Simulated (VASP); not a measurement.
Here is a VASP 6.6.1 calculation.

File INCAR:

```
SYSTEM = Cr
PREC = Accurate
ENCUT = 520
EDIFF = 1E-7
ISMEAR = 0
SIGMA = 0.15
LREAL = .False.
LASPH = .True.
NELM = 150
ALGO = Normal
ISIF = 2
LWAVE = .False.
LCHARG = .True.
ISPIN = 2
MAGMOM = -1.69 1.69
LORBIT = 11
LMAXMIX = 4
GGA = PS
LELF = .True.
LVHAR = .True.
NBANDS = 23
```

KPOINTS

```
Automatic mesh
0
Gamma
  16 16 16
  0 0 0
```

The input POSCAR:

```
Cr
1.0
    2.9688993551      0.0000000000      0.0000000000
    0.0000000000      2.9688993551      0.0000000000
    0.0000000000      0.0000000000      2.9688993551
Cr
2
Direct
    0.0000000000      0.0000000000      0.0000000000
    0.5000000000      0.5000000000      0.5000000000
```

Potentials or basis: VASP PAW PBE potentials, release 64 (Cr_pv).

The run is started by

```sh
$ cat potpaw_PBE.64/Cr_pv/POTCAR > POTCAR
$ mpirun -np 1 vasp_std > vasp.out
```

(1) What does it give for the site moments?

(2) Estimate the pressure.

## Answers

(1) Cr -1.69, +1.69 μB.

(2) -22.0 GPa.

Caveat: the cell stands under tension; an empty level that is flat over the whole mesh can mark a ghost state of the potentials, or a narrow d or f band; the PAW data sets were made with another functional, which shifts forces and pressure a little.
